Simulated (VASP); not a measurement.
Write the native input for VASP 6.6.1 that does the following.

```yaml
Task: single point
Functional: PBEsol
Potentials_or_basis: VASP PAW PBE potentials, release 64 (Cd, S)
Cutoff: 500 eV
k_mesh: 6 × 6 × 6
Occupations: fermi-dirac, width 0.05 eV
Spin: no spin polarisation
Dipole_correction: no
Further_INCAR_settings: ALGO = Normal; EDIFF = 1e-06; NBANDS = 16
```

The structure of CdS (Hawleyite) lies in POSCAR:

```
CdS
1.0
    0.0000000000      2.9165000000      2.9165000000
    2.9165000000      0.0000000000      2.9165000000
    2.9165000000      2.9165000000      0.0000000000
Cd S
1 1
Direct
    0.0000000000      0.0000000000      0.0000000000
    0.7500000000      0.7500000000      0.7500000000
```

These files were run (other wordings do the same):

INCAR

```
ALGO     = Normal         # electronic algorithm
EDIFF    = 1E-6           # SCF threshold, eV
ENCUT    = 500            # plane-wave cutoff, eV
GGA      = PS             # functional
GGA_COMPAT= F            
ISIF     = 2              # what is computed and relaxed
ISMEAR   = -1             # smearing method
LASPH    = T              # aspherical terms in the spheres
LCHARG   = T              # write CHGCAR
LELF     = T              # ELF
LREAL    = F              # projectors in reciprocal space
LVHAR    = T            
LWAVE    = F              # write WAVECAR
NBANDS   = 16             # bands
NELM     = 120            # most SCF steps
PREC     = Accurate       # precision mode
SIGMA    = 0.05           # smearing width, eV
```

KPOINTS

```
k-points
0
Gamma
  6 6 6
```

Potentials or basis: VASP PAW PBE potentials, release 64 (Cd, S).

Launch:

```bash
$ cat potpaw_PBE.64/Cd/POTCAR potpaw_PBE.64/S/POTCAR > POTCAR
$ mpirun -np 1 vasp_std > vasp.out
```

It gave:

```json
{"Pressure": "0.1 GPa", "Band gap on the k mesh": "1.01 eV, direct"}
```

Caveat: the PAW data sets were made with another functional, which shifts forces and pressure a little.

Run time: 8 s on 1 thread of Intel(R) Xeon(R) 6975P-C (Granite Rapids), with other jobs on the host, peak memory 0.16 GiB.
